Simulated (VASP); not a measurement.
# NaAl3 (I4/mmm) in VASP: further runs

The runs below take NaAl3 through single point, with PBE, BLYP, LDA, r2SCAN.

Program: VASP 6.6.1. These are calculated values, not measurements. Logs are shortened: lines on timing, memory, paths and dates and some standing lists are left out, and cuts for length are marked.

## Step 1: The cell of the first run

It takes space group I4/mmm (No. 139, tetragonal). Conventional cell: a = 4.375 Å, b = 4.375 Å, c = 7.960 Å, α = 90.00°, β = 90.00°, γ = 90.00°. Within 4.0 Å of Na (site symmetry 4/mmm) lie 14 Al at 2.96 to 3.98 Å. Al (site symmetry -4m2) has 4 Na at 2.96 Å and 10 Al at 2.96 to 3.98 Å within 4.0 Å. Within 4.0 Å of Al (site symmetry 4/mmm) lie 8 Al at 2.96 Å and 6 Na at 3.09 to 3.98 Å.

## Step 2: Single point, PBE

File INCAR:

```
PREC = Accurate ; ENCUT = 500
EDIFF = 1E-6 ; ISMEAR = 0
SIGMA = 0.1 ; LREAL = False
LASPH = True ; NELM = 120
ALGO = Normal ; ISIF = 2
LWAVE = False ; LCHARG = False
GGA = PE ; NBANDS = 16
GGA_COMPAT = False
```

File KPOINTS:

```
Automatic mesh
0
Gamma
  2 2 2
  0.25 0.25 0.25
```

File POSCAR:

```
NaAl3
1.0
   -2.1877210000      2.1877210000      3.9802060000
    2.1877210000     -2.1877210000      3.9802060000
    2.1877210000      2.1877210000     -3.9802060000
Na Al
1 3
Direct
    0.0000000000      0.0000000000      0.0000000000
    0.7500000000      0.2500000000      0.5000000000
    0.2500000000      0.7500000000      0.5000000000
    0.5000000000      0.5000000000      0.0000000000
```

Potentials or basis: VASP PAW PBE potentials, release 64 (Na_pv, Al).

On the command line:

```
cat potpaw_PBE.64/Na_pv/POTCAR potpaw_PBE.64/Al/POTCAR > POTCAR
mpirun -np 1 vasp_std > vasp.out
```

OUTCAR:

```text
PREC = Accurate
   ENCUT = 500
   EDIFF = 1E-6
   ISMEAR = 0
   LREAL = False
   LASPH = True
   NELM = 120
   ISIF = 2
   GGA = PE

 ion  position               nearest neighbor table
   1  0.000  0.000  0.000-   2 2.96   3 2.96   2 2.96   3 2.96   2 2.96   3 2.96   2 2.96   3 2.96

   2  0.750  0.250  0.500-   4 2.96   1 2.96   1 2.96   4 2.96   1 2.96   4 2.96   4 2.96   1 2.96
                             3 3.09   3 3.09   3 3.09   3 3.09
   3  0.250  0.750  0.500-   1 2.96   4 2.96   1 2.96   4 2.96   1 2.96   4 2.96   1 2.96   4 2.96
                             2 3.09   2 3.09   2 3.09   2 3.09
   4  0.500  0.500  0.000-   3 2.96   2 2.96   2 2.96   3 2.96   2 2.96   3 2.96   3 2.96   2 2.96

  LATTYP: Found a body centered tetragonal cell.
 ALAT       =     4.3754420000
 C/A-ratio  =     1.8193389376

  Lattice vectors:

 A1 = (  -2.1877210000,   2.1877210000,   3.9802060000)
 A2 = (   2.1877210000,  -2.1877210000,   3.9802060000)
 A3 = (   2.1877210000,   2.1877210000,  -3.9802060000)

Analysis of symmetry for initial positions (statically):
=====================================================================
 Subroutine PRICEL returns:
 Original cell was already a primitive cell.

 Routine SETGRP: Setting up the symmetry group for a
 body centered tetragonal supercell.

 Subroutine GETGRP returns: Found 16 space group operations
 (whereof 16 operations were pure point group operations)
 out of a pool of 16 trial point group operations.

The static configuration has the point symmetry D_4h.

Analysis of symmetry for dynamics (positions and initial velocities):
=====================================================================
 Subroutine PRICEL returns:
 Original cell was already a primitive cell.

 Routine SETGRP: Setting up the symmetry group for a
 body centered tetragonal supercell.

 Subroutine GETGRP returns: Found 16 space group operations
 (whereof 16 operations were pure point group operations)
 out of a pool of 16 trial point group operations.

The dynamic configuration has the point symmetry D_4h.

 Subroutine INISYM returns: Found 16 space group operations
 (whereof 16 operations are pure point group operations),
 and found     1 'primitive' translations

----------------------------------------------------------------------------------------

                                     Primitive cell

  volume of cell :      76.1990

  direct lattice vectors                    reciprocal lattice vectors
    -2.187721000  2.187721000  3.980206000     0.000000000  0.228548339  0.125621639
     2.187721000 -2.187721000  3.980206000     0.228548339  0.000000000  0.125621639
     2.187721000  2.187721000 -3.980206000     0.228548339  0.228548339  0.000000000

  length of vectors
     5.041258390  5.041258390  5.041258390     0.260797123  0.260797123  0.323216160

  position of ions in fractional coordinates (direct lattice)
     0.000000000  0.000000000  0.000000000
     0.750000000  0.250000000  0.500000000
     0.250000000  0.750000000  0.500000000
     0.500000000  0.500000000  0.000000000

  ion indices of the primitive-cell ions
   primitive index   ion index
                 1           1
                 2           2
                 3           3
                 4           4

----------------------------------------------------------------------------------------

 KPOINTS: Automatic mesh

Automatic generation of k-mesh.
 Grid dimensions read from file:
 generate k-points for:    2    2    2

 Generating k-lattice:

  Cartesian coordinates                     Fractional coordinates (reciprocal lattice)
     0.000000000  0.114274169  0.062810819     0.500000000  0.000000000  0.000000000
     0.114274169  0.000000000  0.062810819     0.000000000  0.500000000  0.000000000
     0.114274169  0.114274169  0.000000000     0.000000000  0.000000000  0.500000000

  Length of vectors
     0.130398561  0.130398561  0.161608080

  Shift w.r.t. Gamma in fractional coordinates (k-lattice)
     0.250000000  0.250000000  0.250000000

 Subroutine IBZKPT returns following result:
 ===========================================

 Found      2 irreducible k-points:

 Following reciprocal coordinates:
            Coordinates               Weight
  0.125000  0.125000  0.125000      8.000000
 -0.375000 -0.375000  0.125000      8.000000
   k-points           NKPTS =      2   k-points in BZ     NKDIM =      2   number of bands    NBANDS=     16
   number of dos      NEDOS =    301   number of ions     NIONS =      4
   total plane-waves  NPLWV =  64000
   dimension x,y,z NGX =    40 NGY =   40 NGZ =   40
   dimension x,y,z NGXF=    80 NGYF=   80 NGZF=   80
   ions per type =               1   3
   NGX,Y,Z   is equivalent  to a cutoff of  13.19, 13.19, 13.19 a.u.
   NGXF,Y,Z  is equivalent  to a cutoff of  26.38, 26.38, 26.38 a.u.
 SYSTEM =  unknown system
   PREC   = accura    normal or accurate (medium, high low for compatibility)
   ISTART =      0    job   : 0-new  1-cont  2-samecut
   ICHARG =      2    charge: 1-file 2-atom 10-const
   ISPIN  =      1    spin polarized calculation?
   LNONCOLLINEAR =      F non collinear calculations
   LSORBIT =      F    spin-orbit coupling
   LASPH  =      T    aspherical Exc in radial PAW
   ENCUT  =  500.0 eV  36.75 Ry    6.06 a.u.   9.19  9.19  9.19*2*pi/ulx,y,z
   NELM   =    120;   NELMIN=  2; NELMDL= -5     # of ELM steps
   EDIFF  = 0.1E-05   stopping-criterion for ELM
   LREAL  =      F    real-space projection
[... 7 lines left out ...]
   TEBEG  =    0.0;   TEEND  =   0.0 temperature during run
   PSTRESS=    0.0 pullay stress
   NELECT =      16.0000    total number of electrons
   NUPDOWN=      -1.0000    fix difference up-down
   EMIN   =  10.00;   EMAX   =-10.00  energy-range for DOS
   EFERMI =   0.00;   METHOD = LEGACY
   ISMEAR =     0;   SIGMA  =   0.10  broadening in eV -4-tet -1-fermi 0-gaus
   EFERMI_NEDOS =   21; number of points for ismear=-14 and -15
   IALGO  =     38    algorithm
   IMIX   =      4    mixing-type and parameters
     AMIX     =   0.40;   BMIX     =  1.00
     AMIX_MAG =   1.60;   BMIX_MAG =  1.00
  volume/ion in A,a.u.               =      19.05       128.55
  Fermi-wavevector in a.u.,A,eV,Ry     =   0.973042  1.838783 12.882148  0.946811
  Thomas-Fermi vector in A             =   2.103390
   LORBIT       =      0    0 simple, 1 ext, 2 COOP (PROOUT), +10 PAW based schemes
   GGA     = PE    functional components
   LHFCALC =     F    Hartree Fock is set to
   AEXX    =    0.0000 exact exchange contribution
   IVDW    =     0    specifies the selected vdW correction
   LEPSILON=     F    determine dielectric tensor
   LRPA    =     F    only Hartree local field effects (RPA)
 non-spin polarized calculation
 Gauss-broadening in eV      SIGMA  =   0.10
  energy-cutoff  :      500.00
  volume of cell :       76.20
 maximum number of plane-waves:      1943
 NGX is ok and might be reduce to    40
   NGX = 19   NGY = 19   NGZ = 19

 number of electron      16.0000004 magnetization

 Free energy of the ion-electron system (eV)
  ---------------------------------------------------
  ext. energy  EPLUGINS =         0.00000000
  ---------------------------------------------------
  free energy    TOTEN  =       -12.52540314 eV

  energy without entropy =      -12.52540314  energy(sigma->0) =      -12.52540314

 E-fermi :   5.0482     XC(G=0):  -9.4227

 val. band max:        4.5466585802   @ k =   0.1250   0.1250   0.1250
 cond. band min:       5.7959481552   @ k =  -0.3750  -0.3750   0.1250
 fundamental gap:      1.2492895750
 Fermi energy:         5.0482014544

 k-point     1 :       0.1250    0.1250    0.1250
  band No.  band energies     occupation
      1     -18.5239      2.00000
      2     -18.4999      2.00000
      3     -18.4991      2.00000
      4      -2.6215      2.00000
      5       1.9594      2.00000
      6       2.2650      2.00000
[... 8 lines left out ...]
     15      11.6968      0.00000
     16      12.5810      0.00000

 k-point     2 :      -0.3750   -0.3750    0.1250
  band No.  band energies     occupation
      1     -18.5254      2.00000
      2     -18.5000      2.00000
      3     -18.4996      2.00000
      4      -1.5691      2.00000
      5       0.4597      2.00000
      6       0.9663      2.00000
[... 8 lines left out ...]
     15      12.5664      0.00000
     16      13.3928      0.00000

------------------------ aborting loop because EDIFF is reached ----------------------------------------

  FORCE on cell =-STRESS in cart. coord.  units (eV):
  Direction    XX          YY          ZZ          XY          YZ          ZX
  --------------------------------------------------------------------------------------
  -------------------------------------------------------------------------------------
  Total       -1.9823335     -1.9823335      2.9553309      0.0000000     -0.0000000      0.0000000
  in kB      -41.6809773    -41.6809773     62.1394318      0.0000000     -0.0000000      0.0000000
  external PRESSURE =      -7.0741743 kB  Pullay stress =       0.0000000 kB

 VOLUME and BASIS-vectors are now :
 -----------------------------------------------------------------------------
  energy-cutoff  :      500.00
  volume of cell :       76.20
      direct lattice vectors                 reciprocal lattice vectors
    -2.187721000  2.187721000  3.980206000     0.000000000  0.228548339  0.125621639
     2.187721000 -2.187721000  3.980206000     0.228548339  0.000000000  0.125621639
     2.187721000  2.187721000 -3.980206000     0.228548339  0.228548339  0.000000000

 POSITION                                       TOTAL-FORCE (eV/Angst)
 -----------------------------------------------------------------------------------
      0.00000      0.00000      0.00000        -0.000000     -0.000000     -0.000000
      0.00000      2.18772      1.99010         0.000000      0.000000     -0.000000
      2.18772      0.00000      1.99010        -0.000000      0.000000      0.000000
      0.00000      0.00000      3.98021        -0.000000     -0.000000     -0.000000
 -----------------------------------------------------------------------------------
    total drift:                               -0.000000     -0.000000     -0.000000

  FREE ENERGIE OF THE ION-ELECTRON SYSTEM (eV)
  ---------------------------------------------------
  free  energy   TOTEN  =       -12.5254031356 eV

  energy  without entropy=      -12.5254031356  energy(sigma->0) =      -12.52540314
```

Run time: 4.8 s. Hardware: 1 thread of Intel Xeon Platinum 8375C at 2.90GHz (Ice Lake), shared host; peak memory 0.22 GiB.

What came out:

| Quantity | Value |
| --- | --- |
| Free energy | -12.5254 eV |
| Pressure | -0.7 GPa |
| Band gap on the k mesh | zero (bands 8 and 9 overlap by 1.25 eV) |

Stress tensor (GPa, compression positive):
```
-4.17  0.00  0.00
 0.00 -4.17  0.00
 0.00  0.00  6.21
```

Caveat: the k points lie up to 0.82 Å⁻¹ apart, too coarse for converged energies and pressures of a metal.

[end of part 1 of 2]
